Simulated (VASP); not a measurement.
# GaP (F-43m) in VASP: notebook

The runs below take GaP through single point, relaxation of the atoms, with r2SCAN.

Program: VASP 6.6.1. These are calculated values, not measurements. Logs are shortened: lines on timing, memory, paths and dates and some standing lists are left out, and cuts for length are marked.

**1. The cell of the first run**

It takes space group F-43m (No. 216, cubic). The conventional cell has a = 5.396 Å, b = 5.396 Å, c = 5.396 Å, α = 90.00°, β = 90.00°, γ = 90.00°. Within 3.1 Å of Ga (site symmetry -43m) lie 4 P at 2.34 Å. Within 3.1 Å of P (site symmetry -43m) lie 4 Ga at 2.34 Å.

**2. Single point, r2SCAN (strained cell)**

POSCAR

```
GaP
1.0
    0.0000000000      2.6982450000      2.6982450000
    2.6982450000      0.0000000000      2.6982450000
    2.6982450000      2.6982450000      0.0000000000
Ga P
1 1
Direct
    0.0000000000      0.0000000000      0.0000000000
    0.2500000000      0.2500000000      0.2500000000
```

INCAR.step1

```
SYSTEM = GaP
PREC = Accurate
ENCUT = 550
ISMEAR = 0
SIGMA = 0.02
LREAL = .False.
LASPH = .True.
NELM = 120
NBANDS = 16
GGA = PE
ALGO = Normal
EDIFF = 1E-5
LWAVE = .True.
LCHARG = .False.
GGA_COMPAT = .False.
```

INCAR.step2

```
SYSTEM = GaP
PREC = Accurate
ENCUT = 550
EDIFF = 1E-6
ISMEAR = 0
SIGMA = 0.02
LREAL = .False.
LASPH = .True.
NELM = 120
ALGO = Normal
ISIF = 2
LWAVE = .False.
LCHARG = .False.
METAGGA = R2SCAN
LMIXTAU = .True.
NBANDS = 16
ISTART = 1
GGA_COMPAT = .False.
```

KPOINTS

```
Automatic mesh
0
Gamma
  8 8 8
  0 0 0
```

Potentials or basis: VASP PAW PBE potentials, release 64 (Ga_d, P).

The run is started by

```
cat potpaw_PBE.64/Ga_d/POTCAR potpaw_PBE.64/P/POTCAR > POTCAR
cp INCAR.step1 INCAR
mpirun -np 1 vasp_std > vasp.out
cp INCAR.step2 INCAR
mpirun -np 1 vasp_std > vasp.out
```

OUTCAR:

```text
SYSTEM = GaP
   PREC = Accurate
   ENCUT = 550
   EDIFF = 1E-6
   ISMEAR = 0
   LREAL = .False.
   LASPH = .True.
   NELM = 120
   ISIF = 2
   METAGGA = R2SCAN
   ISTART = 1

 ion  position               nearest neighbor table
   1  0.000  0.000  0.000-   2 2.34   2 2.34   2 2.34   2 2.34
   2  0.250  0.250  0.250-   1 2.34   1 2.34   1 2.34   1 2.34

  LATTYP: Found a face centered cubic cell.
 ALAT       =     5.3964900000

  Lattice vectors:

 A1 = (   0.0000000000,   2.6982450000,   2.6982450000)
 A2 = (   2.6982450000,   0.0000000000,   2.6982450000)
 A3 = (   2.6982450000,   2.6982450000,   0.0000000000)

Analysis of symmetry for initial positions (statically):
=====================================================================
 Subroutine PRICEL returns:
 Original cell was already a primitive cell.

 Routine SETGRP: Setting up the symmetry group for a
 face centered cubic supercell.

 Subroutine GETGRP returns: Found 24 space group operations
 (whereof 24 operations were pure point group operations)
 out of a pool of 48 trial point group operations.

The static configuration has the point symmetry T_d .

Analysis of symmetry for dynamics (positions and initial velocities):
=====================================================================
 Subroutine PRICEL returns:
 Original cell was already a primitive cell.

 Routine SETGRP: Setting up the symmetry group for a
 face centered cubic supercell.

 Subroutine GETGRP returns: Found 24 space group operations
 (whereof 24 operations were pure point group operations)
 out of a pool of 48 trial point group operations.

The dynamic configuration has the point symmetry T_d .

 Subroutine INISYM returns: Found 24 space group operations
 (whereof 24 operations are pure point group operations),
 and found     1 'primitive' translations

----------------------------------------------------------------------------------------

                                     Primitive cell

  volume of cell :      39.2893

  direct lattice vectors                    reciprocal lattice vectors
     0.000000000  2.698245000  2.698245000    -0.185305634  0.185305634  0.185305634
     2.698245000  0.000000000  2.698245000     0.185305634 -0.185305634  0.185305634
     2.698245000  2.698245000  0.000000000     0.185305634  0.185305634 -0.185305634

  length of vectors
     3.815894674  3.815894674  3.815894674     0.320958773  0.320958773  0.320958773

[... 80 lines left out ...]
   EDIFF  = 0.1E-05   stopping-criterion for ELM
   LREAL  =      F    real-space projection
   EDIFFG = 0.1E-04   stopping-criterion for IOM
   NSW    =      0    number of steps for IOM
   IBRION =     -1    ionic relax: 0-MD 1-quasi-New 2-CG
   NFREE  =      0    steps in history (QN), initial steepest desc. (CG)
   ISIF   =      2    stress and relaxation
   ISYM   =      2    0-nonsym 1-usesym 2-fastsym
   POTIM  = 0.5000    time-step for ionic-motion
   TEBEG  =    0.0;   TEEND  =   0.0 temperature during run
   PSTRESS=    0.0 pullay stress
   NELECT =      18.0000    total number of electrons
   NUPDOWN=      -1.0000    fix difference up-down
   EMIN   =  10.00;   EMAX   =-10.00  energy-range for DOS
   EFERMI =   0.00;   METHOD = LEGACY
   ISMEAR =     0;   SIGMA  =   0.02  broadening in eV -4-tet -1-fermi 0-gaus
   EFERMI_NEDOS =   21; number of points for ismear=-14 and -15
   IALGO  =     38    algorithm
   IMIX   =      4    mixing-type and parameters
     AMIX     =   0.40;   BMIX     =  1.00
     AMIX_MAG =   1.60;   BMIX_MAG =  1.00
  volume/ion in A,a.u.               =      19.64       132.57
  Fermi-wavevector in a.u.,A,eV,Ry     =   1.262043  2.384916 21.670727  1.592754
  Thomas-Fermi vector in A             =   2.395472
   LORBIT       =      0    0 simple, 1 ext, 2 COOP (PROOUT), +10 PAW based schemes
   METAGGA = R2SCAN    functional components
   LHFCALC =     F    Hartree Fock is set to
   AEXX    =    0.0000 exact exchange contribution
   IVDW    =     0    specifies the selected vdW correction
   LEPSILON=     F    determine dielectric tensor
   LRPA    =     F    only Hartree local field effects (RPA)
 non-spin polarized calculation
 Gauss-broadening in eV      SIGMA  =   0.02
  energy-cutoff  :      550.00
  volume of cell :       39.29
 maximum number of plane-waves:      1174
 NGX is ok and might be reduce to    30
   NGX = 15   NGY = 15   NGZ = 15

 number of electron      17.9999992 magnetization

 Free energy of the ion-electron system (eV)
  ---------------------------------------------------
  ext. energy  EPLUGINS =         0.00000000
  ---------------------------------------------------
  free energy    TOTEN  =       -21.45297336 eV

  energy without entropy =      -21.45297336  energy(sigma->0) =      -21.45297336

 E-fermi :   4.9365     XC(G=0): -10.6957

 val. band max:        4.7746589829   @ k =   0.0000   0.0000   0.0000
 cond. band min:       6.6244472319   @ k =   0.5000   0.5000   0.0000
 fundamental gap:      1.8497882490
 Fermi energy:         4.9365281001

 k-point     1 :       0.0000    0.0000    0.0000
  band No.  band energies     occupation
      1     -10.2679      2.00000
      2     -10.2679      2.00000
      3     -10.2679      2.00000
      4     -10.1445      2.00000
      5     -10.1445      2.00000
      6      -8.4836      2.00000
[... 433 lines left out ...]
      3     -10.2167      2.00000
      4     -10.1507      2.00000
      5     -10.1360      2.00000
      6      -5.7769      2.00000
[... 8 lines left out ...]
     15      17.5540      0.00000
     16      18.2134      0.00000

 [... further k-points ...]

------------------------ aborting loop because EDIFF is reached ----------------------------------------

  FORCE on cell =-STRESS in cart. coord.  units (eV):
  Direction    XX          YY          ZZ          XY          YZ          ZX
  --------------------------------------------------------------------------------------
  -------------------------------------------------------------------------------------
  Total        0.6850995      0.6850995      0.6850995     -0.0000000      0.0000000     -0.0000000
  in kB       27.9376634     27.9376634     27.9376634     -0.0000000      0.0000000     -0.0000000
  external PRESSURE =      27.9376634 kB  Pullay stress =       0.0000000 kB

 VOLUME and BASIS-vectors are now :
 -----------------------------------------------------------------------------
  energy-cutoff  :      550.00
  volume of cell :       39.29
      direct lattice vectors                 reciprocal lattice vectors
     0.000000000  2.698245000  2.698245000    -0.185305634  0.185305634  0.185305634
     2.698245000  0.000000000  2.698245000     0.185305634 -0.185305634  0.185305634
     2.698245000  2.698245000  0.000000000     0.185305634  0.185305634 -0.185305634

 POSITION                                       TOTAL-FORCE (eV/Angst)
 -----------------------------------------------------------------------------------
      0.00000      0.00000      0.00000        -0.000000     -0.000000     -0.000000
      1.34912      1.34912      1.34912         0.000000      0.000000      0.000000
 -----------------------------------------------------------------------------------
    total drift:                               -0.000002     -0.000002     -0.000002

  FREE ENERGIE OF THE ION-ELECTRON SYSTEM (eV)
  ---------------------------------------------------
  free  energy   TOTEN  =       -21.4529733614 eV

  energy  without entropy=      -21.4529733614  energy(sigma->0) =      -21.45297336
```

OUTCAR.step1:

```text
SYSTEM = GaP
   PREC = Accurate
   ENCUT = 550
   ISMEAR = 0
   LREAL = .False.
   LASPH = .True.
[... 678 lines left out ...]
      0.00000      0.00000      0.00000         0.000000     -0.000000      0.000000
      1.34912      1.34912      1.34912        -0.000000      0.000000     -0.000000
 -----------------------------------------------------------------------------------
    total drift:                               -0.000000     -0.000000     -0.000000

  FREE ENERGIE OF THE ION-ELECTRON SYSTEM (eV)
  ---------------------------------------------------
  free  energy   TOTEN  =        -9.0874983539 eV

  energy  without entropy=       -9.0874983539  energy(sigma->0) =       -9.08749835
```

Wall time 1.9 min (1 thread of Intel Xeon Platinum 8259CL at 2.50GHz (Skylake/Cascade Lake), shared host); peak memory 0.18 GiB.

What came out:

```
Free energy            : -21.4530 eV
Pressure               : 2.8 GPa
Band gap on the k mesh : 1.85 eV (least direct gap 2.61 eV)
```

Levels at points of the mesh, in eV from the valence-band top:
```
           k point  band 6  band 7  band 8  band 9  band 10  band 11  band 12  band 13
(0.00, 0.00, 0.00)  -13.26    0.00    0.00    0.00     2.61     4.18     4.18     4.18
(0.50, 0.00, 0.00)  -10.99   -7.03   -1.22   -1.22     2.14     5.05     5.05     8.90
(0.50, 0.50, 0.00)  -10.02   -7.11   -2.91   -2.91     1.85     2.07    11.59    11.59
```

Caveat: the cell differs from its parent crystal (strained cell); the PAW data sets were made with another functional, which shifts forces and pressure a little. A k mesh can miss the band edges.

**3. Single point, r2SCAN**

POSCAR is that of step 2.

INCAR.step1

```
PREC = Accurate
ENCUT = 550
ISMEAR = 0
SIGMA = 0.01
LREAL = False
LASPH = True
NELM = 120
NBANDS = 16
GGA = PE
ALGO = Normal
EDIFF = 1E-5
LWAVE = True
LCHARG = False
GGA_COMPAT = False
```

INCAR.step2

```
PREC = Accurate
ENCUT = 550
EDIFF = 1E-6
ISMEAR = 0
SIGMA = 0.01
LREAL = False
LASPH = True
NELM = 120
ALGO = Normal
ISIF = 2
LWAVE = False
LCHARG = True
METAGGA = R2SCAN
LMIXTAU = True
LELF = True
LVHAR = True
NBANDS = 16
ISTART = 1
GGA_COMPAT = False
```

KPOINTS

```
regular mesh
0
Gamma
  8 8 8
```

Potentials or basis: VASP PAW PBE potentials, release 64 (Ga_d, P).

The run is started by

```
cat potpaw_PBE.64/Ga_d/POTCAR potpaw_PBE.64/P/POTCAR > POTCAR
cp INCAR.step1 INCAR
mpirun -np 1 vasp_std > vasp.out
cp INCAR.step2 INCAR
mpirun -np 1 vasp_std > vasp.out
```

OUTCAR:

```text
PREC = Accurate
   ENCUT = 550
   EDIFF = 1E-6
   ISMEAR = 0
   LREAL = False
   LASPH = True
   NELM = 120
   ISIF = 2
   METAGGA = R2SCAN
   ISTART = 1

 ion  position               nearest neighbor table
   1  0.000  0.000  0.000-   2 2.34   2 2.34   2 2.34   2 2.34
   2  0.250  0.250  0.250-   1 2.34   1 2.34   1 2.34   1 2.34

  LATTYP: Found a face centered cubic cell.
 ALAT       =     5.3964900000

  Lattice vectors:

 A1 = (   0.0000000000,   2.6982450000,   2.6982450000)
 A2 = (   2.6982450000,   0.0000000000,   2.6982450000)
 A3 = (   2.6982450000,   2.6982450000,   0.0000000000)

Analysis of symmetry for initial positions (statically):
=====================================================================
 Subroutine PRICEL returns:
 Original cell was already a primitive cell.

 Routine SETGRP: Setting up the symmetry group for a
 face centered cubic supercell.

 Subroutine GETGRP returns: Found 24 space group operations
 (whereof 24 operations were pure point group operations)
 out of a pool of 48 trial point group operations.

The static configuration has the point symmetry T_d .

Analysis of symmetry for dynamics (positions and initial velocities):
[... 161 lines left out ...]

 val. band max:        4.7746589829   @ k =   0.0000   0.0000   0.0000
 cond. band min:       6.6244472319   @ k =   0.5000   0.5000   0.0000
 fundamental gap:      1.8497882490
 Fermi energy:         4.8366667918

 k-point     1 :       0.0000    0.0000    0.0000
  band No.  band energies     occupation
      1     -10.2679      2.00000
      2     -10.2679      2.00000
      3     -10.2679      2.00000
      4     -10.1445      2.00000
      5     -10.1445      2.00000
      6      -8.4836      2.00000
[... 433 lines left out ...]
      3     -10.2167      2.00000
      4     -10.1507      2.00000
      5     -10.1360      2.00000
      6      -5.7769      2.00000
[... 8 lines left out ...]
     15      17.5540      0.00000
     16      18.2134      0.00000

 [... further k-points ...]

------------------------ aborting loop because EDIFF is reached ----------------------------------------

  FORCE on cell =-STRESS in cart. coord.  units (eV):
  Direction    XX          YY          ZZ          XY          YZ          ZX
  --------------------------------------------------------------------------------------
  -------------------------------------------------------------------------------------
  Total        0.6850995      0.6850995      0.6850995     -0.0000000      0.0000000      0.0000000
  in kB       27.9376641     27.9376641     27.9376641     -0.0000000      0.0000000      0.0000000
  external PRESSURE =      27.9376641 kB  Pullay stress =       0.0000000 kB

 VOLUME and BASIS-vectors are now :
 -----------------------------------------------------------------------------
  energy-cutoff  :      550.00
  volume of cell :       39.29
      direct lattice vectors                 reciprocal lattice vectors
     0.000000000  2.698245000  2.698245000    -0.185305634  0.185305634  0.185305634
     2.698245000  0.000000000  2.698245000     0.185305634 -0.185305634  0.185305634
     2.698245000  2.698245000  0.000000000     0.185305634  0.185305634 -0.185305634

 POSITION                                       TOTAL-FORCE (eV/Angst)
 -----------------------------------------------------------------------------------
      0.00000      0.00000      0.00000        -0.000000      0.000000     -0.000000
      1.34912      1.34912      1.34912         0.000000     -0.000000      0.000000
 -----------------------------------------------------------------------------------
    total drift:                               -0.000002     -0.000002     -0.000002

  FREE ENERGIE OF THE ION-ELECTRON SYSTEM (eV)
  ---------------------------------------------------
  free  energy   TOTEN  =       -21.4529733614 eV

  energy  without entropy=      -21.4529733614  energy(sigma->0) =      -21.45297336
```

OUTCAR.step1:

```text
PREC = Accurate
   ENCUT = 550
   ISMEAR = 0
   LREAL = False
   LASPH = True
[... 678 lines left out ...]
      0.00000      0.00000      0.00000        -0.000000      0.000000     -0.000000
      1.34912      1.34912      1.34912         0.000000     -0.000000      0.000000
 -----------------------------------------------------------------------------------
    total drift:                               -0.000000     -0.000000     -0.000000

  FREE ENERGIE OF THE ION-ELECTRON SYSTEM (eV)
  ---------------------------------------------------
  free  energy   TOTEN  =        -9.0874983539 eV

  energy  without entropy=       -9.0874983539  energy(sigma->0) =       -9.08749835
```

OSZICAR.step1:

```text
N       E                     dE             d eps       ncg     rms          rms(c)
DAV:   1     0.832382049613E+02    0.83238E+02   -0.93545E+03   960   0.169E+03
DAV:   2    -0.294955560214E+01   -0.86188E+02   -0.81899E+02  1032   0.319E+02
DAV:   3    -0.926762558595E+01   -0.63181E+01   -0.62947E+01  1160   0.671E+01
DAV:   4    -0.936399037507E+01   -0.96365E-01   -0.96345E-01  1112   0.876E+00
DAV:   5    -0.936603287054E+01   -0.20425E-02   -0.20424E-02  1200   0.113E+00    0.439E+00
DAV:   6    -0.911641917922E+01    0.24961E+00   -0.37948E-01  1432   0.109E+01    0.293E+00
DAV:   7    -0.908671495933E+01    0.29704E-01   -0.10125E-01  1216   0.219E+00    0.115E+00
DAV:   8    -0.908697122066E+01   -0.25626E-03   -0.13727E-02  1104   0.143E+00    0.224E-01
DAV:   9    -0.908736620601E+01   -0.39499E-03   -0.13289E-03  1160   0.486E-01    0.768E-02
DAV:  10    -0.908743144130E+01   -0.65235E-04   -0.11100E-04  1448   0.127E-01    0.360E-02
DAV:  11    -0.908749866422E+01   -0.67223E-04   -0.90282E-05  1080   0.777E-02    0.522E-03
DAV:  12    -0.908749835387E+01    0.31035E-06   -0.22070E-06   808   0.202E-02
   1 F= -.90874984E+01 E0= -.90874984E+01  d E =-.821002E-47
```

Run time: 1.7 min. Hardware: 1 thread of Intel Xeon Platinum 8259CL at 2.50GHz (Skylake/Cascade Lake), shared host; peak memory 0.18 GiB.

What came out:

| Item | Value |
| --- | --- |
| Free energy | -21.4530 eV |
| Pressure | 2.8 GPa |
| Band gap on the k mesh | 1.85 eV (least direct gap 2.61 eV) |

Caveat: the PAW data sets were made with another functional, which shifts forces and pressure a little.

(Part 1 of 3 ends here.)
